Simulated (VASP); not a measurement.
Here is a VASP 6.6.1 calculation.

INCAR

```
PREC     = Accurate       # precision mode
ENCUT    = 600            # plane-wave cutoff, eV
EDIFF    = 1E-7           # SCF threshold, eV
ISMEAR   = -1             # smearing method
SIGMA    = 0.1            # smearing width, eV
LREAL    = F              # projectors in reciprocal space
LASPH    = T              # aspherical terms in the spheres
NELM     = 80             # most SCF steps
ALGO     = Normal         # electronic algorithm
ISIF     = 3              # what is computed and relaxed
LWAVE    = F              # write WAVECAR
LCHARG   = F              # write CHGCAR
GGA      = PE             # functional
IBRION   = 2              # ionic algorithm
NSW      = 80             # ionic steps
EDIFFG   = -0.01          # ionic threshold
PSTRESS  = 50.0
```

File KPOINTS:

```
regular mesh
0
Gamma
  5 5 5
```

POSCAR

```
Mg3ZnC
1.0
    4.4069310000      0.0000000000      0.0000000000
    0.0000000000      4.4069310000      0.0000000000
    0.0000000000      0.0000000000      4.4069310000
Mg Zn C
3 1 1
Direct
    0.0000000000      0.5000000000      0.5000000000
    0.5000000000      0.5000000000      0.0000000000
    0.5000000000      0.0000000000      0.5000000000
    0.0000000000      0.0000000000      0.0000000000
    0.5000000000      0.5000000000      0.5000000000
```

Potentials or basis: VASP PAW PBE potentials, release 64 (Mg, Zn, C).

Launch:

```bash
$ cat potpaw_PBE.64/Mg/POTCAR potpaw_PBE.64/Zn/POTCAR potpaw_PBE.64/C/POTCAR > POTCAR
$ mpirun -np 1 vasp_std > vasp.out
```

Task: Predict the relaxed cell.

Result: a = 4.295 Å, b = 4.295 Å, c = 4.295 Å, α = 90.00°, β = 90.00°, γ = 90.00°.

Task: Predict the relaxed volume.

Result: 15.85 Å³/atom.

Final structure:
```cif
data_structure
_symmetry_space_group_name_H-M 'P 1'
_symmetry_Int_Tables_number 1
_cell_length_a 4.2950
_cell_length_b 4.2950
_cell_length_c 4.2950
_cell_angle_alpha 90.000
_cell_angle_beta 90.000
_cell_angle_gamma 90.000
_cell_volume 79.23
loop_
_atom_site_label
_atom_site_type_symbol
_atom_site_fract_x
_atom_site_fract_y
_atom_site_fract_z
_atom_site_occupancy
Mg1 Mg 0.00000 0.50000 0.50000 1
Mg2 Mg 0.50000 0.50000 0.00000 1
Mg3 Mg 0.50000 0.00000 0.50000 1
Zn1 Zn 0.00000 0.00000 0.00000 1
C1 C 0.50000 0.50000 0.50000 1
```

Caveat: the cell is relaxed towards a set pressure, so the enthalpy falls and the energy may rise.
